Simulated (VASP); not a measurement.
Runs of VASP 6.6.1 on B2P. The structure is that of space group Pnnm (No. 58), or close to it. The cells are those of the table. 

```csv
task,cell,k mesh,cutoff (eV),gap on the mesh (eV),pressure (GPa),largest force (eV/Å)
single point,"a = 3.899, b = 4.758, c = 2.970 Å, 6 atoms",6 × 4 × 6,520,none,18.8,2.46
relaxation of cell and atoms,"relaxed from a = 3.899, b = 4.758, c = 2.970 Å, 6 atoms",4 × 4 × 6,600,none,0.2,0.02
single point,"a = 3.973, b = 4.940, c = 3.108 Å, 6 atoms",4 × 4 × 6,520,none,-0.1,0.05
single point,"a = 3.093, b = 3.981, c = 4.937 Å, 6 atoms",8 × 6 × 6,520,none,(a),(c)
single point,"a = 3.981, b = 4.937, c = 3.093 Å, 6 atoms",10 × 8 × 12,520,none,(b),0.01
```

Alike in all rows: level PBE; potentials or basis VASP PAW PBE potentials, release 64 (B, P); no spin polarisation; smearing gaussian 0.1 eV.

Q: Estimate the missing entries.

A: (a) 0.0; (b) -0.2; (c) 0.04.

Caveats: some runs use coarse meshes; forces of over 1 eV/Å act on the atoms, so gaps and moduli don't describe the material at rest (some runs).

A gap of «none» marks levels without a gap at the run's occupations.
